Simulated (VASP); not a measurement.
A run of VASP 6.6.1 is set up as follows.

POSCAR

```
Al2O3
1.0
    3.0174825440      0.0000000000      0.0000000000
   -1.5087412720      2.6132165386      0.0000000000
    0.0000000000      0.0000000000      7.5746360022
Al O
2 3
Direct
    0.0000000000      0.0000000000      0.7220490000
    0.0000000000      0.0000000000      0.2779510000
    0.0000000000      0.0000000000      0.5000000000
    0.6666666667      0.3333333333      0.8005460000
    0.3333333333      0.6666666667      0.1994540000
```

File INCAR.step1:

```
PREC = Accurate
ENCUT = 520
EDIFF = 1E-5
ISMEAR = -1
SIGMA = 0.05
LREAL = F
LASPH = T
NELM = 120
ALGO = Normal
ISIF = 2
LWAVE = T
LCHARG = F
NBANDS = 20
GGA = PE
GGA_COMPAT = F
```

Contents of INCAR.step2:

```
PREC = Accurate
ENCUT = 520
EDIFF = 1E-6
ISMEAR = -1
SIGMA = 0.05
LREAL = F
LASPH = T
NELM = 120
ALGO = Normal
ISIF = 2
LWAVE = F
LCHARG = F
GGA = PE
LHFCALC = T
AEXX = 0.25
PRECFOCK = Normal
NBANDS = 20
ISTART = 1
GGA_COMPAT = F
```

File KPOINTS:

```
Automatic mesh
0
Gamma
  6 6 2
```

Potentials or basis: VASP PAW PBE potentials, release 64 (Al, O).

Run with:

```console
$ cat potpaw_PBE.64/Al/POTCAR potpaw_PBE.64/O/POTCAR > POTCAR
$ cp INCAR.step1 INCAR
$ mpirun -np 1 vasp_std > vasp.out
$ cp INCAR.step2 INCAR
$ mpirun -np 1 vasp_std > vasp.out
```

Q: What does it give for the pressure?

A: -5.5 GPa.

Q: Estimate the largest force.

A: 0.434 eV/Å.

Q: What does it give for the band gap on the k mesh?

A: 4.67 eV.

Stress tensor (GPa, compression positive):
```
-5.25  0.00  0.00
 0.00 -5.25  0.00
 0.00  0.00 -6.14
```

Caveat: the cell stands under tension; the PAW data sets were made with another functional, which shifts forces and pressure a little.
